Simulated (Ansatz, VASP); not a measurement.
## Na2Bi in VASP and in Ansatz

```
Na Bi
1.0
     0.00539    0.62657   -3.42517
     2.54248   -5.11145    0.78405
    -7.62301   -5.11610    0.81088
Na Bi
4 2
Cartesian
  -5.0811 -3.2664 -0.6086
  0.0021 -3.2643 -0.6223
  -5.0765 -6.3368 -1.2079
  -2.5373 -1.2235 -2.0054
  0.0001 0.0003 0.0013
  -2.5403 -5.1136 0.7960
```

Change from the starting cell: cell x2, atoms moved at random (sigma 0.1 Å) and cell strained at random (1.5 %), then relaxed without symmetry.

Alike in both runs: functional PBE; k mesh 6 × 4 × 4; occupations gaussian, width 0.2 eV; no spin polarisation.

Ansatz relaxed the structure, and its values are those at the end. VASP's run is a single point on that final structure, the one shown.

|  | VASP | Ansatz |
| --- | --- | --- |
| version | VASP 6.6.1 | Ansatz 0.2.0 |
| potentials or method | VASP PAW PBE potentials, release 64 (Na_pv, Bi_d), cutoff 520 eV | scalar-relativistic, plane waves, PAW |
| valence electrons in the cell | 58 | 66 |

```csv
,VASP,Ansatz,Ansatz less VASP
gap on the k mesh at the Fermi level (eV),none,none,-
pressure (GPa),0.0,0.0,+0.01
```

A gap of «none» marks a metal or a gap that the smearing closes. VASP's potentials hold 58 valence electrons a cell and Ansatz's 66, so a difference there can come from the potentials and not from the codes.

Spin-orbit coupling is off throughout.
